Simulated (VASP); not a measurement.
Here is a VASP 6.6.1 calculation.

The input POSCAR:

```
AlNi
1.0
    1.9200181183     -1.9425589801     -0.0037790393
    1.9512319427      1.9735411424      0.0255001712
    0.0173630105      0.0232309344      3.1752880394
Al Ni
1 1
Direct
   -0.0042343019      0.0203536993     -0.0081235684
    0.5000516049      0.4946897599      0.4962920952
```

Contents of INCAR.step1:

```
  PREC = Accurate
  ENCUT = 520
  ISMEAR = 0
  SIGMA = 0.1
  LREAL = False
  LASPH = True
  NELM = 80
  NBANDS = 14
  GGA = PE
  ALGO = Normal
  EDIFF = 1E-4
  LWAVE = True
  LCHARG = False
```

INCAR.step2

```
  PREC = Accurate
  ENCUT = 520
  EDIFF = 1E-7
  ISMEAR = 0
  SIGMA = 0.1
  LREAL = False
  LASPH = True
  NELM = 80
  ALGO = Normal
  ISIF = 2
  LWAVE = False
  LCHARG = True
  METAGGA = R2SCAN
  LMIXTAU = True
  LELF = True
  LVHAR = True
  NBANDS = 14
  ISTART = 1
```

File KPOINTS:

```
regular mesh
0
Gamma
  10 10 10
```

Potentials or basis: VASP PAW PBE potentials, release 64 (Al, Ni).

The run is started by

```bash
$ cat potpaw_PBE.64/Al/POTCAR potpaw_PBE.64/Ni/POTCAR > POTCAR
$ cp INCAR.step1 INCAR
$ mpirun -np 1 vasp_std > vasp.out
$ cp INCAR.step2 INCAR
$ mpirun -np 1 vasp_std > vasp.out
```

(1) What does it give for the band gap on the k mesh?

(2) Estimate the pressure.

Answers

(1) zero (an odd number of electrons rules out a gap without spin polarisation).

(2) -3.2 GPa.

Caveat: the stress differs along the axes, from -8 to 0 GPa; the PAW data sets were made with another functional, which shifts forces and pressure a little.
